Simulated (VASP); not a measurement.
A run of VASP 6.6.1 is set up as follows.

Contents of INCAR:

```
SYSTEM = CoSi2
PREC = Accurate
ENCUT = 520
EDIFF = 1E-6
ISMEAR = 0
SIGMA = 0.15
LREAL = .FALSE.
LASPH = .TRUE.
NELM = 100
ALGO = Normal
ISIF = 2
LWAVE = .FALSE.
LCHARG = .FALSE.
GGA = PE
NBANDS = 16
```

Contents of KPOINTS:

```
regular mesh
0
G
  12 12 12
  0 0 0
```

POSCAR

```
CoSi2
1.0
    0.0000000000      2.6799390576      2.6799390576
    2.6799390576      0.0000000000      2.6799390576
    2.6799390576      2.6799390576      0.0000000000
Co Si
1 2
Direct
   -0.0001491557      0.0001513237      0.0000124183
    0.2502141488      0.2500431131      0.2498609508
    0.7499350069      0.7498055632      0.7501266309
```

Potentials or basis: VASP PAW PBE potentials, release 64 (Co, Si).

Command:

```sh
$ cat potpaw_PBE.64/Co/POTCAR potpaw_PBE.64/Si/POTCAR > POTCAR
$ mpirun -np 1 vasp_std > vasp.out
```

Problem. Estimate the pressure.

Solution. -0.2 GPa.

Problem. Estimate the largest force.

Solution. 0.010 eV/Å.

Stress tensor (GPa, compression positive):
```
-0.23 -0.05  0.00
-0.05 -0.23  0.00
 0.00  0.00 -0.23
```

Caveat: an odd number of electrons without spin polarisation forces a metal; a magnetic or distorted state may lie lower. Spin polarisation is off, so any magnetic state and its effect on volume and gap are missing.
